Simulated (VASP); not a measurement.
Wanted: the native input for a VASP 6.6.1 run.

- Task: single point
- Functional: PBE
- Potentials or basis: VASP PAW PBE potentials, release 64 (Sn_d, O)
- Cutoff: 520 eV
- k mesh: 6 × 6 × 8
- Occupations: fermi-dirac, width 0.05 eV
- Spin: no spin polarisation
- Dipole correction: no
- Further INCAR settings: ALGO = Normal; EDIFF = 1e-06; NBANDS = 35

The structure of SnO2 (Cassiterite) lies in POSCAR:

```
SnO2
1.0
    4.8275211408      0.0000000000      0.0000000000
    0.0000000000      4.8275211408      0.0000000000
    0.0000000000      0.0000000000      3.2380465641
Sn O
2 4
Direct
    0.5000000000      0.5000000000      0.5000000000
    0.0000000000      0.0000000000      0.0000000000
    0.8065894820      0.1934105180      0.5000000000
    0.6934105180      0.6934105180      0.0000000000
    0.1934105180      0.8065894820      0.5000000000
    0.3065894820      0.3065894820      0.0000000000
```

The input as run:

INCAR

```
PREC = Accurate ; ENCUT = 520
EDIFF = 1E-6 ; ISMEAR = -1
SIGMA = 0.05 ; LREAL = F
LASPH = T ; NELM = 60
ALGO = Normal ; ISIF = 2
LWAVE = F ; LCHARG = F
GGA = PE ; NBANDS = 35
```

KPOINTS

```
regular mesh
0
Gamma
  6 6 8
```

Potentials or basis: VASP PAW PBE potentials, release 64 (Sn_d, O).

Command:

```console
$ cat potpaw_PBE.64/Sn_d/POTCAR potpaw_PBE.64/O/POTCAR > POTCAR
$ mpirun -np 1 vasp_std > vasp.out
```

It gave:

```json
{
  "Pressure": "0.6 GPa",
  "Largest force": "0.018 eV/Å",
  "Band gap on the k mesh": "0.67 eV, direct"
}
```

Caveat: spin-orbit coupling is left out, which moves the levels of the heavy elements.

Run time: 60 s on 1 thread of AMD EPYC 9R45 96-Core Processor (Zen 5), on a shared host, peak memory 0.21 GiB.
